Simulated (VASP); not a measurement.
Cd, 1 atom in the cell. Symmetry: Fm-3m, No. 225, cubic system. Conventional cell: a = 4.571 Å, b = 4.571 Å, c = 4.571 Å, α = 90.00°, β = 90.00°, γ = 90.00°. Within 4.3 Å of Cd (site symmetry m-3m) lie 12 Cd at 3.23 Å. This isn't the form of Cd at room conditions, which is hcp. This cell differs from its parent crystal: strained.

* Program: VASP 6.6.1
* Task: single point
* Functional: PBE
* Potentials or basis: VASP PAW PBE potentials, release 64 (Cd)
* Cutoff: 520 eV
* k mesh: 16 × 16 × 16
* Occupations: gaussian, width 0.1 eV
* Spin: no spin polarisation
* Dipole correction: no
* Further INCAR settings: ALGO = Fast; EDIFF = 1e-06; NBANDS = 12

Potentials or basis: VASP PAW PBE potentials, release 64 (Cd).

The run is started by

```sh
$ cat potpaw_PBE.64/Cd/POTCAR > POTCAR
$ mpirun -np 1 vasp_std > vasp.out
```

Hardware: 1 thread of Intel(R) Xeon(R) Platinum 8488C (Sapphire Rapids) (shared host).

How long does it take, and how much memory?

Wall time 13 s on 1 thread of Intel(R) Xeon(R) Platinum 8488C (Sapphire Rapids), on a shared host, peak memory 0.16 GiB. Counts: scf iterations 11, k points 145.
